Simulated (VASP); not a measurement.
# TlPd (F-43m) in VASP: notebook

TlPd is run at these levels: r2SCAN, HSE06; tasks: single point.

All numbers are computed with VASP 6.6.1; they aren't measurements. Logs are shortened: lines on timing, memory, paths and dates and some standing lists are left out, and cuts for length are marked.

### 1 The cell of the first run

It takes space group F-43m (No. 216, cubic). The conventional cell has a = 5.827 Å, b = 5.827 Å, c = 5.827 Å, α = 90.00°, β = 90.00°, γ = 90.00°. Within 3.3 Å of Tl (site symmetry -43m) lie 4 Pd at 2.52 Å. Pd (site symmetry -43m) has 4 Tl at 2.52 Å within 3.3 Å.

### 2 Single point, r2SCAN, non-collinear spin, zero start, spin-orbit coupling

The input, POSCAR:

```
TlPd
1.0
    0.0000000000      2.9133336200      2.9133336200
    2.9133336200      0.0000000000      2.9133336200
    2.9133336200      2.9133336200      0.0000000000
Tl Pd
1 1
Direct
    0.2500000000      0.2500000000      0.2500000000
    0.0000000000      0.0000000000      0.0000000000
```

The input, INCAR.step1:

```
SYSTEM = TlPd
ALGO = Normal
EDIFF = 1E-4
ENCUT = 520
GGA = PE
GGA_COMPAT = .False.
ISMEAR = 1
LASPH = .True.
LCHARG = .False.
LMAXMIX = 4
LREAL = .False.
LSORBIT = .True.
LWAVE = .True.
MAGMOM = 0 0 0 0 0 0
NBANDS = 35
NELM = 150
PREC = Accurate
SIGMA = 0.05
```

The input, INCAR.step2:

```
SYSTEM = TlPd
ALGO = Normal
EDIFF = 1E-7
ENCUT = 520
GGA_COMPAT = .False.
ISIF = 2
ISMEAR = 1
ISTART = 1
LASPH = .True.
LCHARG = .False.
LMAXMIX = 4
LMIXTAU = .True.
LORBIT = 11
LORBMOM = .True.
LREAL = .False.
LSORBIT = .True.
LWAVE = .False.
MAGMOM = 0 0 0 0 0 0
METAGGA = R2SCAN
NBANDS = 35
NELM = 150
PREC = Accurate
SIGMA = 0.05
```

The input, KPOINTS:

```
k-points
0
Gamma
  7 7 7
  0 0 0
```

Potentials or basis: VASP PAW PBE potentials, release 64 (Tl_d, Pd).

On the command line:

```
$ cat potpaw_PBE.64/Tl_d/POTCAR potpaw_PBE.64/Pd/POTCAR > POTCAR
$ cp INCAR.step1 INCAR
$ mpirun -np 1 vasp_ncl > vasp.out
$ cp INCAR.step2 INCAR
$ mpirun -np 1 vasp_ncl > vasp.out
```

OUTCAR:

```text
SYSTEM = TlPd
   EDIFF = 1E-7
   ENCUT = 520
   ISIF = 2
   ISMEAR = 1
   ISTART = 1
   LASPH = .True.
   LORBIT = 11
   LREAL = .False.
   LSORBIT = .True.
   METAGGA = R2SCAN
   NELM = 150
   PREC = Accurate

 ion  position               nearest neighbor table
   1  0.250  0.250  0.250-   2 2.52   2 2.52   2 2.52   2 2.52
   2  0.000  0.000  0.000-   1 2.52   1 2.52   1 2.52   1 2.52

  LATTYP: Found a face centered cubic cell.
 ALAT       =     5.8266672400

  Lattice vectors:

 A1 = (   0.0000000000,   2.9133336200,   2.9133336200)
 A2 = (   2.9133336200,   0.0000000000,   2.9133336200)
 A3 = (   2.9133336200,   2.9133336200,   0.0000000000)

Analysis of symmetry for initial positions (statically):
=====================================================================
 Subroutine PRICEL returns:
 Original cell was already a primitive cell.

 Routine SETGRP: Setting up the symmetry group for a
 face centered cubic supercell.

 Subroutine GETGRP returns: Found 24 space group operations
 (whereof 24 operations were pure point group operations)
 out of a pool of 48 trial point group operations.

The static configuration has the point symmetry T_d .

Analysis of symmetry for dynamics (positions and initial velocities):
=====================================================================
 Subroutine PRICEL returns:
 Original cell was already a primitive cell.

 Routine SETGRP: Setting up the symmetry group for a
 face centered cubic supercell.

 Subroutine GETGRP returns: Found 24 space group operations
 (whereof 24 operations were pure point group operations)
 out of a pool of 48 trial point group operations.

The dynamic configuration has the point symmetry T_d .

Analysis of structural, dynamic, and magnetic symmetry:
=====================================================================
 Subroutine PRICEL returns:
 Original cell was already a primitive cell.

 Routine SETGRP: Setting up the symmetry group for a
 face centered cubic supercell.

 Subroutine GETGRP returns: Found 24 space group operations
 (whereof 24 operations were pure point group operations)
 out of a pool of 48 trial point group operations.

The overall configuration has the point symmetry T_d .

 Subroutine INISYM returns: Found 24 space group operations
 (whereof 24 operations are pure point group operations),
 and found     1 'primitive' translations

----------------------------------------------------------------------------------------

                                     Primitive cell

  volume of cell :      49.4539

  direct lattice vectors                    reciprocal lattice vectors
     0.000000000  2.913333620  2.913333620    -0.171624697  0.171624697  0.171624697
     2.913333620  0.000000000  2.913333620     0.171624697 -0.171624697  0.171624697
     2.913333620  2.913333620  0.000000000     0.171624697  0.171624697 -0.171624697

  length of vectors
     4.120075917  4.120075917  4.120075917     0.297262695  0.297262695  0.297262695

  position of ions in fractional coordinates (direct lattice)
     0.250000000  0.250000000  0.250000000
     0.000000000  0.000000000  0.000000000

  ion indices of the primitive-cell ions
   primitive index   ion index
                 1           1
                 2           2

----------------------------------------------------------------------------------------

 KPOINTS: k-points

Automatic generation of k-mesh.
 Grid dimensions read from file:
 generate k-points for:    7    7    7

 Generating k-lattice:

  Cartesian coordinates                     Fractional coordinates (reciprocal lattice)
    -0.024517814  0.024517814  0.024517814     0.142857143  0.000000000  0.000000000
     0.024517814 -0.024517814  0.024517814     0.000000000  0.142857143  0.000000000
     0.024517814  0.024517814 -0.024517814     0.000000000  0.000000000  0.142857143

  Length of vectors
     0.042466099  0.042466099  0.042466099

[... 86 lines left out ...]
  volume of cell :       49.45
 maximum number of plane-waves:      2726
   NGX = 15   NGY = 15   NGZ = 15

 number of electron      22.9999999 magnetization      -0.0000000      0.0000000      0.0000000

 number of electron      22.9999999 magnetization       0.0000000      0.0000000      0.0000000

 number of electron      22.9999999 magnetization      -0.0000000     -0.0000000      0.0000000

 Free energy of the ion-electron system (eV)
  ---------------------------------------------------
  ext. energy  EPLUGINS =         0.00000000
  ---------------------------------------------------
  free energy    TOTEN  =       -75.60135389 eV

  energy without entropy =      -75.60092035  energy(sigma->0) =      -75.60120938

 E-fermi :   5.7989     XC(G=0): -10.9200

 val. band max:        5.7947857247   @ k =  -0.4286  -0.1429   0.0000
 cond. band min:       5.8286165629   @ k =  -0.2857   0.2857   0.0000
 fundamental gap:      0.0338308383
 Fermi energy:         5.7989366987

 k-point     1 :       0.0000    0.0000    0.0000
  band No.  band energies     occupation
      1      -7.3230      1.00000
      2      -7.3230      1.00000
      3      -7.3230      1.00000
      4      -7.3230      1.00000
      5      -5.2777      1.00000
      6      -5.2777      1.00000
[... 901 lines left out ...]
     34      21.7635      0.00000
     35      22.7878      0.00000

 [... further k-points ...]
[... 5 lines left out ...]
  --------------------------------------------------------------------------------------
  -------------------------------------------------------------------------------------
  Total        4.0154068      4.0154068      4.0154068      0.0000000      0.0000000      0.0000000
  in kB      130.0886705    130.0886705    130.0886705      0.0000000      0.0000000      0.0000000
  external PRESSURE =     130.0886705 kB  Pullay stress =       0.0000000 kB

 VOLUME and BASIS-vectors are now :
 -----------------------------------------------------------------------------
  energy-cutoff  :      520.00
  volume of cell :       49.45
      direct lattice vectors                 reciprocal lattice vectors
     0.000000000  2.913333620  2.913333620    -0.171624697  0.171624697  0.171624697
     2.913333620  0.000000000  2.913333620     0.171624697 -0.171624697  0.171624697
     2.913333620  2.913333620  0.000000000     0.171624697  0.171624697 -0.171624697

 POSITION                                       TOTAL-FORCE (eV/Angst)
 -----------------------------------------------------------------------------------
      1.45667      1.45667      1.45667        -0.000000      0.000000      0.000000
      0.00000      0.00000      0.00000         0.000000     -0.000000     -0.000000
 -----------------------------------------------------------------------------------
    total drift:                                0.000000      0.000000      0.000000

  FREE ENERGIE OF THE ION-ELECTRON SYSTEM (eV)
  ---------------------------------------------------
  free  energy   TOTEN  =       -75.6013538908 eV

  energy  without entropy=      -75.6009203522  energy(sigma->0) =      -75.60120938

 orbital moment (x)

 # of ion     p       d       tot
 ----------------------------------------
  1         0.000  -0.000  -0.000
  2         0.000  -0.000  -0.000
 ----------------------------------------
            0.000  -0.000  -0.000

 orbital moment (y)

 # of ion     p       d       tot
 ----------------------------------------
  1         0.000   0.000   0.000
  2         0.000   0.000   0.000
 ----------------------------------------
            0.000   0.000   0.000

 orbital moment (z)

 # of ion     p       d       tot
 ----------------------------------------
  1         0.000   0.000   0.000
  2        -0.000  -0.000  -0.000
 ----------------------------------------
            0.000  -0.000  -0.000

 Spin-Orbit-Coupling matrix elements

 Ion:    1  E_soc:     -0.6854453
 l=   1
     0.0000000    -0.0648674    -0.0648674
    -0.0648674     0.0000000    -0.0648674
    -0.0648674    -0.0648674     0.0000000
 l=   2
     0.0000000    -0.0099709     0.0000000    -0.0099709    -0.0394026
    -0.0099709     0.0000000    -0.0295519    -0.0099709    -0.0098506
     0.0000000    -0.0295519     0.0000000    -0.0295519     0.0000000
    -0.0099709    -0.0099709    -0.0295519     0.0000000    -0.0098506
    -0.0394026    -0.0098506     0.0000000    -0.0098506     0.0000000
 l=   3
     0.0000000     0.0000000     0.0000000     0.0000000     0.0000000     0.0000000     0.0000000
     0.0000000     0.0000000     0.0000000     0.0000000     0.0000000     0.0000000     0.0000000
     0.0000000     0.0000000     0.0000000     0.0000000     0.0000000     0.0000000     0.0000000
     0.0000000     0.0000000     0.0000000     0.0000000     0.0000000     0.0000000     0.0000000
     0.0000000     0.0000000     0.0000000     0.0000000     0.0000000     0.0000000     0.0000000
     0.0000000     0.0000000     0.0000000     0.0000000     0.0000000     0.0000000     0.0000000
     0.0000000     0.0000000     0.0000000     0.0000000     0.0000000     0.0000000     0.0000000

 Ion:    2  E_soc:     -0.0661178
 l=   1
     0.0000000    -0.0002296    -0.0002296
    -0.0002296     0.0000000    -0.0002296
    -0.0002296    -0.0002296     0.0000000
 l=   2
     0.0000000    -0.0030470     0.0000000    -0.0030470    -0.0077430
    -0.0030470     0.0000000    -0.0058073    -0.0030470    -0.0019358
     0.0000000    -0.0058073     0.0000000    -0.0058073     0.0000000
    -0.0030470    -0.0030470    -0.0058073     0.0000000    -0.0019358
    -0.0077430    -0.0019358     0.0000000    -0.0019358     0.0000000
 l=   3
     0.0000000     0.0000000     0.0000000     0.0000000     0.0000000     0.0000000     0.0000000
     0.0000000     0.0000000     0.0000000     0.0000000     0.0000000     0.0000000     0.0000000
     0.0000000     0.0000000     0.0000000     0.0000000     0.0000000     0.0000000     0.0000000
     0.0000000     0.0000000     0.0000000     0.0000000     0.0000000     0.0000000     0.0000000
     0.0000000     0.0000000     0.0000000     0.0000000     0.0000000     0.0000000     0.0000000
     0.0000000     0.0000000     0.0000000     0.0000000     0.0000000     0.0000000     0.0000000
     0.0000000     0.0000000     0.0000000     0.0000000     0.0000000     0.0000000     0.0000000

 total charge

# of ion       s       p       d       tot
------------------------------------------
    1        1.111   0.644   9.684  11.439
    2        0.552   0.313   8.781   9.645
--------------------------------------------------
tot          1.663   0.956  18.465  21.084

 magnetization (x)

# of ion       s       p       d       tot
------------------------------------------
    1        0.000   0.000  -0.000   0.000
    2        0.000   0.000  -0.000   0.000
--------------------------------------------------
tot          0.000   0.000  -0.000   0.000

 magnetization (y)

# of ion       s       p       d       tot
------------------------------------------
    1        0.000   0.000   0.000   0.000
    2       -0.000   0.000   0.000  -0.000
--------------------------------------------------
tot         -0.000   0.000   0.000  -0.000

 magnetization (z)

# of ion       s       p       d       tot
------------------------------------------
    1       -0.000  -0.000   0.000  -0.000
    2       -0.000   0.000  -0.000  -0.000
--------------------------------------------------
tot         -0.000  -0.000  -0.000  -0.000
```

Wall time 5.9 min (1 thread of AMD EPYC 9R45 (Zen 5), shared host); peak memory 0.37 GiB.

Results:

```yaml
Free_energy: -75.6014 eV
Pressure: 13.0 GPa
Net_moment: 0.00 μB per cell
Valence_electrons_inside_the_program's_atomic_spheres: Tl 11.44; Pd 9.64
```

Moments on the atoms (μB; x, y, z):
```
Tl  0.00 0.00 0.00
Pd  0.00 0.00 0.00
```

Caveat: the cell stands under pressure; the PAW data sets were made with another functional, which shifts forces and pressure a little.

### 3 Single point, HSE06

POSCAR is that of step 2.

The input, INCAR.step1:

```
  PREC = Accurate
  ENCUT = 520
  EDIFF = 1E-5
  ISMEAR = 0
  SIGMA = 0.05
  LREAL = False
  LASPH = True
  NELM = 60
  ALGO = Normal
  ISIF = 2
  LWAVE = True
  GGA = PE
  NBANDS = 18
```

The input, INCAR.step2:

```
  PREC = Accurate
  ENCUT = 520
  EDIFF = 1E-7
  ISMEAR = 0
  SIGMA = 0.05
  LREAL = False
  LASPH = True
  NELM = 60
  ALGO = Normal
  ISIF = 2
  LWAVE = False
  LCHARG = True
  GGA = PE
  LHFCALC = True
  HFSCREEN = 0.2079
  PRECFOCK = Normal
  LELF = True
  LVHAR = True
  ISTART = 1
  NBANDS = 18
```

The input, KPOINTS:

```
regular mesh
0
Gamma
  4 4 4
```

Potentials or basis: VASP PAW PBE potentials, release 64 (Tl_d, Pd).

On the command line:

```
$ cat potpaw_PBE.64/Tl_d/POTCAR potpaw_PBE.64/Pd/POTCAR > POTCAR
$ cp INCAR.step1 INCAR
$ mpirun -np 1 vasp_std > vasp.out
$ cp INCAR.step2 INCAR
$ mpirun -np 1 vasp_std > vasp.out
```

OUTCAR:

```text
PREC = Accurate
   ENCUT = 520
   EDIFF = 1E-7
   ISMEAR = 0
   LREAL = False
   LASPH = True
   NELM = 60
   ISIF = 2
   GGA = PE
   LHFCALC = True
   HFSCREEN = 0.2079
   PRECFOCK = Normal
   ISTART = 1

 ion  position               nearest neighbor table
   1  0.250  0.250  0.250-   2 2.52   2 2.52   2 2.52   2 2.52
   2  0.000  0.000  0.000-   1 2.52   1 2.52   1 2.52   1 2.52

  LATTYP: Found a face centered cubic cell.
 ALAT       =     5.8266672400

  Lattice vectors:
[... 345 lines left out ...]

------------------------ aborting loop because EDIFF is reached ----------------------------------------

  FORCE on cell =-STRESS in cart. coord.  units (eV):
  Direction    XX          YY          ZZ          XY          YZ          ZX
  --------------------------------------------------------------------------------------
  -------------------------------------------------------------------------------------
  Total        4.3393104      4.3393104      4.3393104     -0.0000000      0.0000000      0.0000000
  in kB      140.5822983    140.5822983    140.5822983     -0.0000000      0.0000000      0.0000000
  external PRESSURE =     140.5822983 kB  Pullay stress =       0.0000000 kB

 VOLUME and BASIS-vectors are now :
 -----------------------------------------------------------------------------
  energy-cutoff  :      520.00
  volume of cell :       49.45
      direct lattice vectors                 reciprocal lattice vectors
     0.000000000  2.913333620  2.913333620    -0.171624697  0.171624697  0.171624697
     2.913333620  0.000000000  2.913333620     0.171624697 -0.171624697  0.171624697
     2.913333620  2.913333620  0.000000000     0.171624697  0.171624697 -0.171624697

 POSITION                                       TOTAL-FORCE (eV/Angst)
 -----------------------------------------------------------------------------------
      1.45667      1.45667      1.45667        -0.000000     -0.000000     -0.000000
      0.00000      0.00000      0.00000         0.000000      0.000000      0.000000
 -----------------------------------------------------------------------------------
    total drift:                                0.000004      0.000017      0.000008

  FREE ENERGIE OF THE ION-ELECTRON SYSTEM (eV)
  ---------------------------------------------------
  free  energy   TOTEN  =        -7.7442078901 eV

  energy  without entropy=       -7.7399514215  energy(sigma->0) =       -7.74207966
```

OSZICAR.step1:

```text
N       E                     dE             d eps       ncg     rms          rms(c)
DAV:   1     0.121256562458E+03    0.12126E+03   -0.11387E+04   288   0.115E+03
DAV:   2    -0.391350982506E+01   -0.12517E+03   -0.12115E+03   296   0.274E+02
DAV:   3    -0.645912669989E+01   -0.25456E+01   -0.25376E+01   344   0.380E+01
DAV:   4    -0.648094174991E+01   -0.21815E-01   -0.21811E-01   312   0.339E+00
DAV:   5    -0.648148023605E+01   -0.53849E-03   -0.53848E-03   324   0.528E-01    0.956E+00
DAV:   6    -0.639416481567E+01    0.87315E-01   -0.16886E-01   318   0.434E+00    0.647E+00
DAV:   7    -0.637942714351E+01    0.14738E-01   -0.11843E-01   304   0.311E+00    0.182E+00
DAV:   8    -0.637146596839E+01    0.79612E-02   -0.24132E-02   300   0.138E+00    0.265E-01
DAV:   9    -0.637110844088E+01    0.35753E-03   -0.20759E-03   304   0.423E-01    0.512E-02
DAV:  10    -0.637116356117E+01   -0.55120E-04   -0.16622E-04   304   0.113E-01    0.246E-02
DAV:  11    -0.637115795179E+01    0.56094E-05   -0.52437E-05   308   0.761E-02
   1 F= -.63711580E+01 E0= -.63688344E+01  d E =-.464703E-02
```

Run time: 6.6 min. Hardware: 1 thread of AMD EPYC 9R45 (Zen 5), shared host; peak memory 0.26 GiB.

What came out:

```yaml
Free_energy: -7.7442 eV
Pressure: 14.1 GPa
Band_gap_on_the_k_mesh: zero (an odd number of electrons rules out a gap without spin polarisation)
```

Caveat: the k points lie up to 0.47 Å⁻¹ apart, too coarse for converged energies and pressures of a metal; the PAW data sets were made with another functional, which shifts forces and pressure a little; spin-orbit coupling is left out, which moves the levels of the heavy elements.

[end of part 1 of 2]

The gap in the log of VASP goes by the Fermi energy; the results here count the filled bands.